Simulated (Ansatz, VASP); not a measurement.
One calculation of SrO, two programs

```xyz
2
Lattice="-0.0514 2.5698 2.5698 2.5184 0.0000 2.5184 2.5698 2.5698 -0.0514" Properties=species:S:1:pos:R:3 pbc="T T T"
Sr    0.0000    0.0000    0.0000
O     2.5184    2.5698    2.5184
```

Change from the starting cell: strain -0.0400 x Voigt [0, 0, 0, 0, 1, 0], atoms carried along.

Alike in both runs: task single point; functional r2SCAN; k mesh 8 × 8 × 8; occupations gaussian, width 0.05 eV; no spin polarisation.

```csv
,VASP,Ansatz
version,VASP 6.6.1,Ansatz 0.2.0
potentials or method,"VASP PAW PBE potentials, release 64 (Sr_sv, O), cutoff 520 eV","scalar-relativistic, plane waves, PAW"
valence electrons in the cell,16,16
```

```tsv
	VASP	Ansatz	Ansatz less VASP
gap on the k mesh at the Fermi level (eV)	3.69	3.74	+0.053
least direct gap on the mesh (eV)	3.77	3.81	+0.042
pressure (GPa)	1.7	1.1	-0.56
traceless stress, the component that is largest in VASP (GPa)	2.21	2.21	+0.002
```

VASP's potentials were made for PBE, not for r2SCAN.
